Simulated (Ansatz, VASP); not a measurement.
## MoSe2: VASP beside Ansatz

```xyz
6
Lattice="3.2693 0.0000 0.0000 -1.6347 2.8313 0.0000 0.0000 0.0000 13.1092" Properties=species:S:1:pos:R:3 pbc="T T T"
Mo    0.0000    1.8875    3.2773
Mo    1.6347    0.9438    9.8319
Se    0.0000    1.8875    8.1676
Se    1.6347    0.9438    1.6130
Se    0.0000    1.8875   11.4962
Se    1.6347    0.9438    4.9416
```

Alike in both runs: functional PBEsol; k mesh 12 × 12 × 2; occupations gaussian, width 0.02 eV; no spin polarisation.

Ansatz relaxed the structure, and its values are those at the end. VASP's run is a single point on that final structure, the one shown.

|  | VASP | Ansatz |
| --- | --- | --- |
| version | VASP 6.6.1 | Ansatz 0.2.0 |
| potentials or method | VASP PAW PBE potentials, release 64 (Mo_sv, Se), cutoff 520 eV | scalar-relativistic, plane waves, PAW |
| valence electrons in the cell | 52 | 92 |

|  | VASP | Ansatz | Ansatz less VASP |
| --- | --- | --- | --- |
| gap on the k mesh at the Fermi level (eV) | 0.91 | 0.91 | +0.004 |
| least direct gap on the mesh (eV) | 1.49 | 1.49 | -0.001 |
| pressure (GPa) | 0.3 | 0.0 | -0.33 |
| rms of the force components (eV/Å) | 0.022 | 0.000 | -0.0214 |

VASP's potentials were made for PBE, not for PBEsol. VASP's potentials hold 52 valence electrons a cell and Ansatz's 92, so a difference there can come from the potentials and not from the codes.
